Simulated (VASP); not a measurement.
Input of a VASP 6.6.1 run:

Contents of INCAR:

```
ALGO = Normal
EDIFF = 1E-7
EDIFFG = -0.005
ENCUT = 600
GGA = CA
IBRION = 2
ISIF = 3
ISMEAR = -1
LASPH = True
LCHARG = False
LREAL = False
LWAVE = False
NELM = 100
NSW = 60
PREC = Accurate
PSTRESS = 91.0
SIGMA = 0.1
```

The input KPOINTS:

```
k-points
0
Gamma
  13 13 13
```

File POSCAR:

```
PdI
1.0
    0.0000000000      2.7162568232      2.7162568232
    2.7162568232      0.0000000000      2.7162568232
    2.7162568232      2.7162568232      0.0000000000
Pd I
1 1
Direct
    0.0000000000      0.0000000000      0.0000000000
    0.5000000000      0.5000000000      0.5000000000
```

Potentials or basis: VASP PAW LDA potentials, release 64 (Pd, I).

Launch:

```bash
$ cat potpaw_LDA.64/Pd/POTCAR potpaw_LDA.64/I/POTCAR > POTCAR
$ mpirun -np 1 vasp_std > vasp.out
```

(1) Estimate the relaxed cell.

(2) Predict the space group after relaxing (to 0.05 Å).

(3) Estimate the relaxed volume.

Answers

(1) a = 3.842 Å, b = 3.842 Å, c = 3.842 Å, α = 60.00°, β = 60.00°, γ = 60.00°.

(2) Fm-3m (No. 225).

(3) 20.06 Å³/atom.

Caveat: the cell is relaxed towards a set pressure, so the enthalpy falls and the energy may rise; an odd number of electrons without spin polarisation forces a metal; a magnetic or distorted state may lie lower.
